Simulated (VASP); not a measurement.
Write the native input for VASP 6.6.1 that does the following.

* Task: single point
* Functional: PBEsol
* Potentials or basis: VASP PAW PBE potentials, release 64 (W_sv, C)
* Cutoff: 520 eV
* k mesh: 18 × 18 × 18
* Occupations: gaussian, width 0.15 eV
* Spin: no spin polarisation
* Dipole correction: no
* Further INCAR settings: ALGO = Normal; EDIFF = 1e-07; NBANDS = 16

The structure of WC lies in POSCAR:

```
WC
1.0
    0.0000000000      2.1926840000      2.3680987200
    2.1926840000      0.0000000000      2.3680987200
    2.1926840000      2.1926840000      0.0000000000
W C
1 1
Direct
    0.0000000000      0.0000000000      0.0000000000
    0.5000000000      0.5000000000      0.5000000000
```

This cell differs from its parent crystal: strain +0.000 along x and y, +0.080 along z.

The input as run:

INCAR

```
SYSTEM = WC
ALGO = Normal
EDIFF = 1E-7
ENCUT = 520
GGA = PS
ISIF = 2
ISMEAR = 0
LASPH = .TRUE.
LCHARG = .FALSE.
LREAL = .FALSE.
LWAVE = .FALSE.
NBANDS = 16
NELM = 80
PREC = Accurate
SIGMA = 0.15
```

KPOINTS

```
k-points
0
G
  18 18 18
  0 0 0
```

Potentials or basis: VASP PAW PBE potentials, release 64 (W_sv, C).

Run with:

```sh
$ cat potpaw_PBE.64/W_sv/POTCAR potpaw_PBE.64/C/POTCAR > POTCAR
$ mpirun -np 1 vasp_std > vasp.out
```

Results of the run:

| Quantity | Value |
| --- | --- |
| Pressure | -28.0 GPa |
| Band gap on the k mesh | zero (bands 9 and 10 overlap by 2.49 eV) |

Caveat: the cell differs from its parent crystal (strain +0.000 along x and y, +0.080 along z); the stress differs along the axes, from -42 to -21 GPa; the PAW data sets were made with another functional, which shifts forces and pressure a little; spin-orbit coupling is left out, which moves the levels of the heavy elements.

It took 4.2 min on 1 thread of AMD EPYC 7R13, on a shared host, peak memory 0.26 GiB.
